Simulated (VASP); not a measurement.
Input of a VASP 6.6.1 run:

File POSCAR:

```
SnSe2
1.0
    4.0164067969      0.0000000000      0.0000000000
   -2.0082033984      3.4783103181      0.0000000000
    0.0000000000      0.0000000000      5.8873562437
Sn Se
1 2
Direct
    0.0000000000      0.0000000000      0.0000000000
    0.3333333333      0.6666666667      0.2567947464
    0.6666666667      0.3333333333      0.7432052536
```

INCAR.step1

```
SYSTEM = SnSe2
PREC     = Accurate       ! precision mode
ENCUT    = 520            ! plane-wave cutoff, eV
ISMEAR   = -1             ! smearing method
SIGMA    = 0.02           ! smearing width, eV
LREAL    = .False.        ! projectors in reciprocal space
LASPH    = .True.         ! aspherical terms in the spheres
NELM     = 80             ! most SCF steps
NBANDS   = 20             ! bands
GGA      = PE             ! functional
ALGO     = Normal         ! electronic algorithm
EDIFF    = 1E-4           ! SCF threshold, eV
LWAVE    = .True.         ! write WAVECAR
LCHARG   = .False.        ! write CHGCAR
```

The input INCAR.step2:

```
SYSTEM = SnSe2
PREC     = Accurate       ! precision mode
ENCUT    = 520            ! plane-wave cutoff, eV
EDIFF    = 1E-6           ! SCF threshold, eV
ISMEAR   = -1             ! smearing method
SIGMA    = 0.02           ! smearing width, eV
LREAL    = .False.        ! projectors in reciprocal space
LASPH    = .True.         ! aspherical terms in the spheres
NELM     = 80             ! most SCF steps
ALGO     = Normal         ! electronic algorithm
ISIF     = 2              ! what is computed and relaxed
LWAVE    = .False.        ! write WAVECAR
LCHARG   = .False.        ! write CHGCAR
METAGGA  = R2SCAN         ! meta-GGA
LMIXTAU  = .True.       
NBANDS   = 20             ! bands
ISTART   = 1
```

KPOINTS

```
Automatic mesh
0
Gamma
  12 12 4
  0 0 0
```

Potentials or basis: VASP PAW PBE potentials, release 64 (Sn_d, Se).

Run with:

```bash
$ cat potpaw_PBE.64/Sn_d/POTCAR potpaw_PBE.64/Se/POTCAR > POTCAR
$ cp INCAR.step1 INCAR
$ mpirun -np 1 vasp_std > vasp.out
$ cp INCAR.step2 INCAR
$ mpirun -np 1 vasp_std > vasp.out
```

(1) What does it give for the pressure?

(2) Estimate the band gap on the k mesh.

(3) Predict the largest force.

Answers

(1) -2.5 GPa.

(2) 0.23 eV.

(3) 0.010 eV/Å.

Caveat: the cell differs from its parent crystal (epitaxial xy strain +5.0%); the stress differs along the axes, from -4 to 1 GPa; semilocal functionals underestimate gaps, and a narrow one can read as zero; the PAW data sets were made with another functional, which shifts forces and pressure a little; spin-orbit coupling is left out, which moves the levels of the heavy elements.
